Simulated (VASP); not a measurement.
A run of VASP 6.6.1 is set up as follows.

The input INCAR:

```
SYSTEM = InSb
  ALGO = Normal
  EDIFF = 1E-7
  ENCUT = 520
  GGA = PE
  ISIF = 2
  ISMEAR = 0
  LASPH = .True.
  LCHARG = .True.
  LELF = .True.
  LREAL = .False.
  LVHAR = .True.
  LWAVE = .False.
  NBANDS = 16
  NELM = 100
  PREC = Accurate
  SIGMA = 0.15
```

Contents of KPOINTS:

```
k-points
0
Gamma
  14 14 14
  0 0 0
```

The input POSCAR:

```
InSb
1.0
    0.0000000000      2.8998181013      3.2738946363
    2.8998181013      0.0000000000      3.2738946363
    2.8998181013      2.8998181013      0.0000000000
In Sb
1 1
Direct
    0.0000000000      0.0000000000      0.0000000000
    0.5000000000      0.5000000000      0.5000000000
```

Potentials or basis: VASP PAW PBE potentials, release 64 (In_d, Sb).

Command:

```bash
$ cat potpaw_PBE.64/In_d/POTCAR potpaw_PBE.64/Sb/POTCAR > POTCAR
$ mpirun -np 1 vasp_std > vasp.out
```

(1) What does it give for the pressure?

(2) Predict the band gap on the k mesh.

## Answers

(1) 4.6 GPa.

(2) zero (bands 9 and 10 overlap by 2.77 eV).

Caveat: the cell stands under pressure; spin-orbit coupling is left out, which moves the levels of the heavy elements.
